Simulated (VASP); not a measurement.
# Ir (Pm-3m) in VASP: a series of runs, part 2 of 2

VASP 6.6.1.

## 4. Relaxation of cell and atoms, PBE, target pressure 40 GPa, at which the enthalpy is minimised

INCAR reads:

```
SYSTEM = Ir
PREC = Accurate ; ENCUT = 600
EDIFF = 1E-7 ; ISMEAR = 1
SIGMA = 0.1 ; LREAL = .False.
LASPH = .True. ; NELM = 60
ALGO = Normal ; ISIF = 3
LWAVE = .False. ; LCHARG = .False.
GGA = PE ; IBRION = 2
NSW = 60 ; EDIFFG = -0.03
PSTRESS = 400.0
```

KPOINTS reads:

```
regular mesh
0
Gamma
  19 19 19
  0 0 0
```

POSCAR reads:

```
Ir
1.0
    2.4900000000      0.0000000000      0.0000000000
    0.0000000000      2.4900000000      0.0000000000
    0.0000000000      0.0000000000      2.4900000000
Ir
1
Direct
    0.0000000000      0.0000000000      0.0000000000
```

Run with:

```sh
> cat potpaw_PBE.64/Ir/POTCAR > POTCAR
> mpirun -np 1 vasp_std > vasp.out
```

Wall time 27 s (1 thread of Intel Xeon 6975P-C (Granite Rapids), shared host); peak memory 0.16 GiB.

Results (log left out):

| Item | Value |
| --- | --- |
| Free energy | -7.6421 eV |
| Relaxed volume | 15.08 Å³/atom |
| Relaxed cell | a = 2.470 Å, b = 2.470 Å, c = 2.470 Å, α = 90.00°, β = 90.00°, γ = 90.00° |
| Space group after relaxing (to 0.05 Å) | Pm-3m (No. 221) |
| Energy change on relaxing (the enthalpy is what falls) | +78.9 meV/atom |
| Ionic steps | 4 |
| Pressure after relaxing | 39.9 GPa |

The path:
```csv
step,energy change (eV),largest force (eV/Å),pressure (GPa),volume (Å³)
1,0.0000,0.0000,30.21,15.44
2,0.7873,0.0000,103.73,13.43
3,0.0747,0.0000,39.43,15.09
4,0.0789,0.0000,39.92,15.08
```

Final structure:
```xyz
1
Lattice="2.4704 0.0000 0.0000 0.0000 2.4704 0.0000 0.0000 0.0000 2.4704" Properties=species:S:1:pos:R:3 pbc="T T T"
Ir    0.0000    0.0000    0.0000
```

Levels at points of the mesh, in eV from the Fermi level:
| k point | band 1 | band 2 | band 3 | band 4 | band 5 | band 6 | band 7 | band 8 |
| --- | --- | --- | --- | --- | --- | --- | --- | --- |
| (0.00, 0.00, 0.00) | -10.19 | -7.01 | -7.01 | 1.59 | 1.59 | 1.59 | 16.38 | 16.38 |

Caveat: the cell is relaxed towards a set pressure, so the enthalpy falls and the energy may rise; spin-orbit coupling is left out, which moves the levels of the heavy elements.

## 5. Relaxation of cell and atoms, PBE, target pressure 60 GPa, at which the enthalpy is minimised

INCAR reads:

```
SYSTEM = Ir
ALGO     = Normal         ! electronic algorithm
EDIFF    = 1E-6           ! SCF threshold, eV
EDIFFG   = -0.03          ! ionic threshold
ENCUT    = 600            ! plane-wave cutoff, eV
GGA      = PE             ! functional
IBRION   = 2              ! ionic algorithm
ISIF     = 3              ! what is computed and relaxed
ISMEAR   = 1              ! smearing method
LASPH    = .True.         ! aspherical terms in the spheres
LCHARG   = .False.        ! write CHGCAR
LREAL    = .False.        ! projectors in reciprocal space
LWAVE    = .False.        ! write WAVECAR
NELM     = 100            ! most SCF steps
NSW      = 60             ! ionic steps
PREC     = Accurate       ! precision mode
PSTRESS  = 600.0        
SIGMA    = 0.1            ! smearing width, eV
```

KPOINTS reads:

```
k-points
0
Gamma
  19 19 19
  0 0 0
```

POSCAR is that of step 4.

Potentials or basis: VASP PAW PBE potentials, release 64 (Ir).

Run with:

```sh
> cat potpaw_PBE.64/Ir/POTCAR > POTCAR
> mpirun -np 1 vasp_std > vasp.out
```

OUTCAR:

```text
SYSTEM = Ir
   EDIFF = 1E-6
   EDIFFG = -0.03
   ENCUT = 600
   GGA = PE
   IBRION = 2
   ISIF = 3
   ISMEAR = 1
   LASPH = .True.
   LREAL = .False.
   NELM = 100
   NSW = 60
   PREC = Accurate
   PSTRESS = 600.0

 ion  position               nearest neighbor table
   1  0.000  0.000  0.000-

  LATTYP: Found a simple cubic cell.
 ALAT       =     2.4900000000

  Lattice vectors:

 A1 = (   2.4900000000,   0.0000000000,   0.0000000000)
 A2 = (   0.0000000000,   2.4900000000,   0.0000000000)
 A3 = (   0.0000000000,   0.0000000000,   2.4900000000)

Analysis of symmetry for initial positions (statically):
=====================================================================
 Subroutine PRICEL returns:
 Original cell was already a primitive cell.

 Routine SETGRP: Setting up the symmetry group for a
 simple cubic supercell.

 Subroutine GETGRP returns: Found 48 space group operations
 (whereof 48 operations were pure point group operations)
 out of a pool of 48 trial point group operations.

The static configuration has the point symmetry O_h .

Analysis of symmetry for dynamics (positions and initial velocities):
=====================================================================
 Subroutine PRICEL returns:
 Original cell was already a primitive cell.

 Routine SETGRP: Setting up the symmetry group for a
 simple cubic supercell.

 Subroutine GETGRP returns: Found 48 space group operations
 (whereof 48 operations were pure point group operations)
 out of a pool of 48 trial point group operations.

The dynamic configuration has the point symmetry O_h .

 Subroutine INISYM returns: Found 48 space group operations
 (whereof 48 operations are pure point group operations),
 and found     1 'primitive' translations

----------------------------------------------------------------------------------------

                                     Primitive cell

  volume of cell :      15.4382

  direct lattice vectors                    reciprocal lattice vectors
     2.490000000  0.000000000  0.000000000     0.401606426  0.000000000  0.000000000
     0.000000000  2.490000000  0.000000000     0.000000000  0.401606426  0.000000000
     0.000000000  0.000000000  2.490000000     0.000000000  0.000000000  0.401606426

  length of vectors
     2.490000000  2.490000000  2.490000000     0.401606426  0.401606426  0.401606426

  position of ions in fractional coordinates (direct lattice)
     0.000000000  0.000000000  0.000000000

  ion indices of the primitive-cell ions
   primitive index   ion index
                 1           1

----------------------------------------------------------------------------------------

 KPOINTS: k-points

Automatic generation of k-mesh.
 Grid dimensions read from file:
 generate k-points for:   19   19   19

 Generating k-lattice:

  Cartesian coordinates                     Fractional coordinates (reciprocal lattice)
     0.021137180  0.000000000  0.000000000     0.052631579  0.000000000  0.000000000
     0.000000000  0.021137180  0.000000000     0.000000000  0.052631579  0.000000000
     0.000000000  0.000000000  0.021137180     0.000000000  0.000000000  0.052631579

  Length of vectors
     0.021137180  0.021137180  0.021137180

  Shift w.r.t. Gamma in fractional coordinates (k-lattice)
     0.000000000  0.000000000  0.000000000

 Subroutine IBZKPT returns following result:
 ===========================================

 Found    220 irreducible k-points:

 Following reciprocal coordinates:
            Coordinates               Weight
  0.000000  0.000000  0.000000      1.000000
  0.052632  0.000000  0.000000      6.000000
  0.105263  0.000000  0.000000      6.000000
  0.157895  0.000000  0.000000      6.000000
  0.210526  0.000000  0.000000      6.000000
  0.263158  0.000000  0.000000      6.000000
[... 16 lines left out ...]
  0.263158  0.105263  0.000000     24.000000
  0.315789  0.105263  0.000000     24.000000
 [... further k-points ...]
   k-points           NKPTS =    220   k-points in BZ     NKDIM =    220   number of bands    NBANDS=      8
   number of dos      NEDOS =    301   number of ions     NIONS =      1
   total plane-waves  NPLWV =   8000
   dimension x,y,z NGX =    20 NGY =   20 NGZ =   20
   dimension x,y,z NGXF=    40 NGYF=   40 NGZF=   40
   ions per type =               1
   NGX,Y,Z   is equivalent  to a cutoff of  13.35, 13.35, 13.35 a.u.
   NGXF,Y,Z  is equivalent  to a cutoff of  26.71, 26.71, 26.71 a.u.
 SYSTEM =  Ir
   PREC   = accura    normal or accurate (medium, high low for compatibility)
   ISTART =      0    job   : 0-new  1-cont  2-samecut
   ICHARG =      2    charge: 1-file 2-atom 10-const
   ISPIN  =      1    spin polarized calculation?
   LNONCOLLINEAR =      F non collinear calculations
   LSORBIT =      F    spin-orbit coupling
   LASPH  =      T    aspherical Exc in radial PAW
   ENCUT  =  600.0 eV  44.10 Ry    6.64 a.u.   4.97  4.97  4.97*2*pi/ulx,y,z
   NELM   =    100;   NELMIN=  2; NELMDL= -5     # of ELM steps
   EDIFF  = 0.1E-05   stopping-criterion for ELM
   LREAL  =      F    real-space projection
   EDIFFG = -.3E-01   stopping-criterion for IOM
   NSW    =     60    number of steps for IOM
   IBRION =      2    ionic relax: 0-MD 1-quasi-New 2-CG
   NFREE  =      1    steps in history (QN), initial steepest desc. (CG)
   ISIF   =      3    stress and relaxation
   ISYM   =      2    0-nonsym 1-usesym 2-fastsym
   POTIM  = 0.5000    time-step for ionic-motion
   TEBEG  =    0.0;   TEEND  =   0.0 temperature during run
   PSTRESS=  600.0 pullay stress
   NELECT =       9.0000    total number of electrons
   NUPDOWN=      -1.0000    fix difference up-down
   EMIN   =  10.00;   EMAX   =-10.00  energy-range for DOS
   EFERMI =   0.00;   METHOD = LEGACY
   ISMEAR =     1;   SIGMA  =   0.10  broadening in eV -4-tet -1-fermi 0-gaus
   EFERMI_NEDOS =   21; number of points for ismear=-14 and -15
   IALGO  =     38    algorithm
   IMIX   =      4    mixing-type and parameters
     AMIX     =   0.40;   BMIX     =  1.00
     AMIX_MAG =   1.60;   BMIX_MAG =  1.00
  volume/ion in A,a.u.               =      15.44       104.18
  Fermi-wavevector in a.u.,A,eV,Ry     =   1.367591  2.584373 25.447056  1.870306
  Thomas-Fermi vector in A             =   2.493630
   LORBIT       =      0    0 simple, 1 ext, 2 COOP (PROOUT), +10 PAW based schemes
   GGA     = PE    functional components
   LHFCALC =     F    Hartree Fock is set to
   AEXX    =    0.0000 exact exchange contribution
   IVDW    =     0    specifies the selected vdW correction
   LEPSILON=     F    determine dielectric tensor
   LRPA    =     F    only Hartree local field effects (RPA)
 conjugate gradient relaxation of ions
 non-spin polarized calculation
 Methfessel and Paxton  Order N= 1 SIGMA  =   0.10
  energy-cutoff  :      600.00
  volume of cell :       15.44
 maximum number of plane-waves:       531
 NGX is ok and might be reduce to    20
   NGX =  9   NGY =  9   NGZ =  9

--------------------------------------- Ionic step        1  -------------------------------------------

 number of electron       9.0000000 magnetization

 Free energy of the ion-electron system (eV)
  ---------------------------------------------------
  ext. energy  EPLUGINS =         0.00000000
  ---------------------------------------------------
  free energy    TOTEN  =        -7.72098687 eV

  energy without entropy =       -7.72098027  energy(sigma->0) =       -7.72098467

------------------------ aborting loop because EDIFF is reached ----------------------------------------

  FORCE on cell =-STRESS in cart. coord.  units (eV):
  Direction    XX          YY          ZZ          XY          YZ          ZX
  --------------------------------------------------------------------------------------
  -------------------------------------------------------------------------------------
  Total        2.9108156      2.9108156      2.9108156     -0.0000000      0.0000000     -0.0000000
  in kB      302.0836584    302.0836584    302.0836584     -0.0000000      0.0000000     -0.0000000
  external PRESSURE =    -297.9163416 kB  Pullay stress =     600.0000000 kB
[... 24 lines left out ...]
--------------------------------------- Ionic step        2  -------------------------------------------

 number of electron       8.9999999 magnetization

 E-fermi :  17.7297     XC(G=0): -16.0137

 val. band max:       17.7229423671   @ k =   0.4211   0.2632   0.0000
 cond. band min:      17.7353400872   @ k =   0.2105   0.1053   0.0000
 fundamental gap:      0.0123977201
 Fermi energy:        17.7297489004

 k-point     1 :       0.0000    0.0000    0.0000
  band No.  band energies     occupation
      1       2.9735      2.00000
      2       5.2533      2.00000
      3       5.2533      2.00000
      4      20.8272      0.00000
      5      20.8272      0.00000
      6      20.8272      0.00000
      7      37.0793      0.00000
      8      37.0793      0.00000
[... 363 lines left out ...]
--------------------------------------- Ionic step        5  -------------------------------------------

 number of electron       9.0000000 magnetization

 Free energy of the ion-electron system (eV)
  ---------------------------------------------------
  ext. energy  EPLUGINS =         0.00000000
  ---------------------------------------------------
  free energy    TOTEN  =        -7.44712042 eV

  energy without entropy =       -7.44700115  energy(sigma->0) =       -7.44708067

 E-fermi :   9.9492     XC(G=0): -13.6859

 val. band max:        9.9284037301   @ k =   0.4737   0.3158   0.1579
 cond. band min:       9.9503778083   @ k =   0.4737   0.2632   0.0526
 fundamental gap:      0.0219740781
 Fermi energy:         9.9492282918

 k-point     1 :       0.0000    0.0000    0.0000
  band No.  band energies     occupation
      1      -0.6662      2.00000
      2       2.5071      2.00000
      3       2.5071      2.00000
      4      11.6567     -0.00000
      5      11.6567     -0.00000
      6      11.6567     -0.00000
      7      26.6167      0.00000
      8      26.6167      0.00000
[... 285 lines left out ...]
  energy  without entropy=       -7.4470011541  energy(sigma->0) =       -7.44708067

  enthalpy is  TOTEN    =        -2.0369809151 eV   P V=        5.4101395087

 reached required accuracy - stopping structural energy minimisation
```

Wall time 31 s (1 thread of Intel Xeon 6975P-C (Granite Rapids), shared host); peak memory 0.17 GiB.

What came out:

```
Free energy                                            : -7.4471 eV
Relaxed volume                                         : 14.45 Å³/atom
Relaxed cell                                           : a = 2.436 Å, b = 2.436 Å, c = 2.436 Å, α = 90.00°, β = 90.00°, γ = 90.00°
Space group after relaxing (to 0.05 Å)                 : Pm-3m (No. 221)
Energy change on relaxing (the enthalpy is what falls) : +273.9 meV/atom
Ionic steps                                            : 5
Pressure after relaxing                                : 60.0 GPa
```

Step by step:
```tsv
step	energy change (eV)	largest force (eV/Å)	pressure (GPa)	volume (Å³)
1	0.0000	0.0000	30.21	15.44
2	6.3246	0.0000	475.44	9.87
3	0.2084	0.0000	53.67	14.63
4	0.2497	0.0000	57.71	14.51
5	0.2739	0.0000	60.03	14.45
```

Final structure:
```cif
data_structure
_symmetry_space_group_name_H-M 'P 1'
_symmetry_Int_Tables_number 1
_cell_length_a 2.4355
_cell_length_b 2.4355
_cell_length_c 2.4355
_cell_angle_alpha 90.000
_cell_angle_beta 90.000
_cell_angle_gamma 90.000
_cell_volume 14.45
loop_
_atom_site_label
_atom_site_type_symbol
_atom_site_fract_x
_atom_site_fract_y
_atom_site_fract_z
_atom_site_occupancy
Ir1 Ir 0.00000 0.00000 0.00000 1
```

Levels at points of the mesh, in eV from the Fermi level:
| k point | band 2 | band 3 | band 4 | band 5 | band 6 | band 7 |
| --- | --- | --- | --- | --- | --- | --- |
| (0.00, 0.00, 0.00) | -7.44 | -7.44 | 1.71 | 1.71 | 1.71 | 16.67 |

Caveat: the cell is relaxed towards a set pressure, so the enthalpy falls and the energy may rise; spin-orbit coupling is left out, which moves the levels of the heavy elements.

## 6. The runs side by side

| cell | gap on the mesh (eV) | pressure (GPa) |
| --- | --- | --- |
| relaxed | none | 0.0 |
| relaxed to 20 GPa | none | 19.9 |
| relaxed to 40 GPa | none | 39.9 |
| relaxed to 60 GPa | none | 60.0 |

Alike in all rows: task relaxation of cell and atoms; level PBE; potentials or basis VASP PAW PBE potentials, release 64 (Ir); no spin polarisation; k mesh 19 × 19 × 19; cutoff (eV) 600; smearing methfessel-paxton 0.1 eV.

Caveats: spin-orbit coupling is left out, which moves the levels of the heavy elements; the cell is relaxed towards a set pressure, so the enthalpy falls and the energy may rise (some runs).

Total energies depend on the potentials used, so only differences within one code and one set of settings carry meaning.
